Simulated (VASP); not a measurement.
Here is a VASP 6.6.1 calculation.

INCAR

```
SYSTEM = MgS
ALGO = Normal
EDIFF = 1E-8
ENCUT = 520
ISIF = 2
ISMEAR = 0
LASPH = .True.
LCALCEPS = .True.
LCHARG = .False.
LMIXTAU = .True.
LREAL = .False.
LWAVE = .False.
METAGGA = R2SCAN
NELM = 60
PREC = Accurate
SIGMA = 0.01
```

The input KPOINTS:

```
k-points
0
Gamma
  6 6 6
  0 0 0
```

POSCAR

```
MgS
1.0
    0.0000000000      2.9441119149      2.9441119149
    2.9441119149      0.0000000000      2.9441119149
    2.9441119149      2.9441119149      0.0000000000
Mg S
1 1
Direct
    0.0000000000      0.0000000000      0.0000000000
    0.2500000000      0.2500000000      0.2500000000
```

Potentials or basis: VASP PAW PBE potentials, release 64 (Mg, S).

Run with:

```bash
$ cat potpaw_PBE.64/Mg/POTCAR potpaw_PBE.64/S/POTCAR > POTCAR
$ mpirun -np 1 vasp_std > vasp.out
```

Task: What does it give for the electronic dielectric tensor (diagonal)?

Result: 3.71.

Task: Predict the Born charges (mean of the diagonal).

Result: Mg +1.95; S -1.95 e.

Task: Estimate the band gap on the k mesh.

Result: 3.53 eV.

Electronic dielectric tensor:
```
3.71 0.00 0.00
0.00 3.71 0.00
0.00 0.00 3.71
```

Caveat: the cell differs from its parent crystal (strain +4.0%); the structure was generated, so it needn't be the stable form of MgS.
